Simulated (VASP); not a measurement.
# AlN: single point with PBEsol

Crystal: AlN.

```xyz
4
Lattice="3.2421 0.0000 0.0000 -1.6211 2.8077 0.0000 0.0000 0.0000 4.0584" Properties=species:S:1:pos:R:3 pbc="T T T"
Al    0.0000    1.8718    3.0438
Al    1.6211    0.9359    1.0146
N     0.0000    1.8718    1.0146
N     1.6211    0.9359    3.0438
```

```json
{
 "Program": "VASP 6.6.1",
 "Task": "single point",
 "Functional": "PBEsol",
 "Potentials or basis": "VASP PAW PBE potentials, release 64 (Al, N)",
 "Cutoff": "520 eV",
 "k mesh": "9 × 9 × 6",
 "Occupations": "gaussian, width 0.05 eV",
 "Spin": "no spin polarisation",
 "Dipole correction": "no",
 "Further INCAR settings": "ALGO = Normal; EDIFF = 1e-06; NBANDS = 16"
}
```

The pressure is 13.5 GPa. The band gap on the k mesh is 3.75 eV, direct.

Stress tensor (GPa, compression positive):
```
14.11  0.00  0.00
 0.00 14.11  0.00
 0.00  0.00 12.42
```

Levels at points of the mesh, in eV from the valence-band top:
```
           k point  band 6  band 7  band 8  band 9  band 10  band 11
(0.00, 0.00, 0.00)   -1.71   -1.71    0.00    3.75     4.94     8.52
(0.00, 0.00, 0.50)   -2.65   -2.65   -2.65    6.05     6.05     8.63
```

Wall time 9.7 s on 1 thread of Intel(R) Xeon(R) 6975P-C (Granite Rapids), on a shared host, peak memory 0.15 GiB.

Caveat: the PAW data sets were made with another functional, which shifts forces and pressure a little. A k mesh can miss the band edges.
